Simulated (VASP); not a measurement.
# GaP (ordered beta-tin type) (I-4m2) in VASP: further runs, part 2 of 2

VASP 6.6.1. The steps go on from the part before.

## (3) Relaxation of cell and atoms, PBE, target pressure 24 GPa, at which the enthalpy is minimised

This run uses another cell than the first one, of 14.38 Å³/atom.

The input, INCAR:

```
SYSTEM = GaP
  PREC = Accurate
  ENCUT = 600
  EDIFF = 1E-6
  ISMEAR = 0
  SIGMA = 0.1
  LREAL = .False.
  LASPH = .True.
  NELM = 80
  ALGO = Normal
  ISIF = 3
  LWAVE = .False.
  LCHARG = .False.
  GGA = PE
  IBRION = 2
  NSW = 80
  EDIFFG = -0.005
  PSTRESS = 240.0
```

The input, KPOINTS:

```
Automatic mesh
0
Gamma
  16 16 16
  0 0 0
```

The input, POSCAR:

```
GaP
1.0
   -2.3750000000      2.3750000000      1.2750000000
    2.3750000000     -2.3750000000      1.2750000000
    2.3750000000      2.3750000000     -1.2750000000
Ga P
1 1
Direct
    0.0000000000      0.0000000000      0.0000000000
    0.7500000000      0.2500000000      0.5000000000
```

Potentials or basis: VASP PAW PBE potentials, release 64 (Ga_d, P).

Command:

```bash
> cat potpaw_PBE.64/Ga_d/POTCAR potpaw_PBE.64/P/POTCAR > POTCAR
> mpirun -np 1 vasp_std > vasp.out
```

OUTCAR:

```text
SYSTEM = GaP
   PREC = Accurate
   ENCUT = 600
   EDIFF = 1E-6
   ISMEAR = 0
   LREAL = .False.
   LASPH = .True.
   NELM = 80
   ISIF = 3
   GGA = PE
   IBRION = 2
   NSW = 80
   EDIFFG = -0.005
   PSTRESS = 240.0

 ion  position               nearest neighbor table
   1  0.000  0.000  0.000-   2 2.46   2 2.46   2 2.46   2 2.46
   2  0.750  0.250  0.500-   1 2.46   1 2.46   1 2.46   1 2.46

  LATTYP: Found a body centered tetragonal cell.
 ALAT       =     4.7500000000
 C/A-ratio  =     0.5368421053

  Lattice vectors:

 A1 = (  -2.3750000000,   2.3750000000,   1.2750000000)
 A2 = (   2.3750000000,  -2.3750000000,   1.2750000000)
 A3 = (   2.3750000000,   2.3750000000,  -1.2750000000)

Analysis of symmetry for initial positions (statically):
=====================================================================
 Subroutine PRICEL returns:
 Original cell was already a primitive cell.

 Routine SETGRP: Setting up the symmetry group for a
 body centered tetragonal supercell.

 Subroutine GETGRP returns: Found  8 space group operations
 (whereof  8 operations were pure point group operations)
 out of a pool of 16 trial point group operations.

The static configuration has the point symmetry D_2d.

Analysis of symmetry for dynamics (positions and initial velocities):
=====================================================================
 Subroutine PRICEL returns:
[... 168 lines left out ...]
  in kB      155.4025747    155.4025747    196.8561921      0.0000000      0.0000000      0.0000000
  external PRESSURE =     -70.7795528 kB  Pullay stress =     240.0000000 kB
[... 25 lines left out ...]
--------------------------------------- Ionic step        2  -------------------------------------------

 number of electron      18.0000006 magnetization

 E-fermi :  10.4201     XC(G=0): -12.3622

 val. band max:       10.4123166101   @ k =  -0.2500  -0.2500   0.0625
 cond. band min:      10.4673055849   @ k =  -0.1875   0.0625   0.0000
 fundamental gap:      0.0549889748
 Fermi energy:        10.4200871211

 k-point     1 :       0.0000    0.0000    0.0000
  band No.  band energies     occupation
      1      -5.9127      2.00000
      2      -5.3755      2.00000
      3      -5.0835      2.00000
      4      -5.0224      2.00000
      5      -4.8145      2.00000
      6      -4.8145      2.00000
      7       6.8352      2.00000
      8       6.8352      2.00000
      9       8.1502      2.00000
     10      12.8584      0.00000
     11      17.2039      0.00000
     12      20.7432      0.00000
     13      20.7432      0.00000
[... 595 lines left out ...]
--------------------------------------- Ionic step        8  -------------------------------------------

 number of electron      17.9999994 magnetization

 Free energy of the ion-electron system (eV)
  ---------------------------------------------------
  ext. energy  EPLUGINS =         0.00000000
  ---------------------------------------------------
  free energy    TOTEN  =        -7.80309018 eV

  energy without entropy =       -7.80083640  energy(sigma->0) =       -7.80196329

 E-fermi :   9.6581     XC(G=0): -12.0938

 val. band max:        9.6429354337   @ k =  -0.1875   0.3750   0.1250
 cond. band min:       9.6648265246   @ k =  -0.1875  -0.2500   0.1250
 fundamental gap:      0.0218910909
 Fermi energy:         9.6581256413

 k-point     1 :       0.0000    0.0000    0.0000
  band No.  band energies     occupation
      1      -6.1946      2.00000
      2      -5.8582      2.00000
      3      -5.7014      2.00000
      4      -5.6530      2.00000
      5      -5.4795      2.00000
      6      -5.4795      2.00000
      7       6.3103      2.00000
      8       6.3103      2.00000
      9       7.3207      2.00000
     10      12.3260      0.00000
     11      15.9019      0.00000
     12      19.6314      0.00000
     13      19.6314      0.00000
[... 401 lines left out ...]
  energy  without entropy=       -7.8008363963  energy(sigma->0) =       -7.80196329

  enthalpy is  TOTEN    =        -3.6668691775 eV   P V=        4.1362210023

 reached required accuracy - stopping structural energy minimisation
```

OSZICAR:

```text
N       E                     dE             d eps       ncg     rms          rms(c)
DAV:   1     0.801052105270E+02    0.80105E+02   -0.10166E+04  9486   0.245E+03
[... 61 lines left out ...]
       N       E                     dE             d eps       ncg     rms          rms(c)
DAV:   1    -0.780387800466E+01    0.87028E-02   -0.10498E-02 11244   0.247E+00    0.170E-01
DAV:   2    -0.780326109757E+01    0.61691E-03   -0.11090E-03 11474   0.103E+00    0.769E-02
DAV:   3    -0.780310541659E+01    0.15568E-03   -0.15711E-04 11714   0.338E-01    0.176E-02
DAV:   4    -0.780309174091E+01    0.13676E-04   -0.20728E-05 10575   0.637E-02    0.589E-03
DAV:   5    -0.780309014443E+01    0.15965E-05   -0.15733E-06  5422   0.200E-02    0.138E-03
DAV:   6    -0.780309017977E+01   -0.35345E-07   -0.16917E-07  4637   0.503E-03
   8 F= -.36668692E+01 E0= -.36657423E+01  d E =-.342374E-04
```

Wall time 5.5 min (1 thread of Intel Xeon 6975P-C (Granite Rapids), shared host); peak memory 0.33 GiB.

Results:

- Free energy: -7.8031 eV
- Relaxed volume: 13.81 Å³/atom
- Relaxed cell: a = 3.526 Å, b = 3.526 Å, c = 3.526 Å, α = 97.56°, β = 97.56°, γ = 137.46°
- Space group after relaxing (to 0.1 Å): I-4m2 (No. 119)
- Energy change on relaxing (the run minimises the enthalpy): +69.8 meV/atom
- Ionic steps: 8
- Pressure after relaxing: 24.0 GPa
- Band gap on the k mesh: zero (bands 9 and 10 overlap by 6.38 eV)

The path:
| step | energy change (eV) | largest force (eV/Å) | pressure (GPa) | volume (Å³) |
| --- | --- | --- | --- | --- |
| 1 | 0.0000 | 0.0000 | 16.92 | 28.77 |
| 2 | 0.3959 | 0.0000 | 34.55 | 26.20 |
| 3 | 0.1522 | 0.0000 | 24.26 | 27.55 |
| 4 | 0.1558 | 0.0000 | 24.49 | 27.52 |
| 5 | 0.1482 | 0.0000 | 24.35 | 27.56 |
| 6 | 0.1458 | 0.0000 | 24.32 | 27.57 |
| 7 | 0.1301 | 0.0000 | 23.55 | 27.68 |
| 8 | 0.1396 | 0.0000 | 24.01 | 27.61 |

Final structure:
```
CELL_PARAMETERS angstrom
-2.32321 2.32321 1.27899
2.32321 -2.32321 1.27899
2.32321 2.32321 -1.27899
ATOMIC_POSITIONS crystal
Ga 0.00000 0.00000 0.00000
P 0.75000 0.25000 0.50000
```

Levels at points of the mesh, in eV from the Fermi level:
```tsv
k point	band 6	band 7	band 8	band 9	band 10	band 11	band 12	band 13
(0.00, 0.00, 0.00)	-15.14	-3.35	-3.35	-2.34	2.67	6.24	9.97	9.97
(0.50, 0.00, 0.00)	-9.47	-7.55	-2.83	-2.31	-1.33	1.94	4.84	6.83
(0.50, 0.50, 0.00)	-13.42	-10.80	-1.00	1.93	2.22	3.65	5.56	9.68
(0.50, 0.50, 0.50)	-10.97	-7.68	-7.68	-7.15	4.79	6.86	13.25	13.25
```

Caveat: the cell is relaxed towards a set pressure, so the run minimises the enthalpy, not the energy.
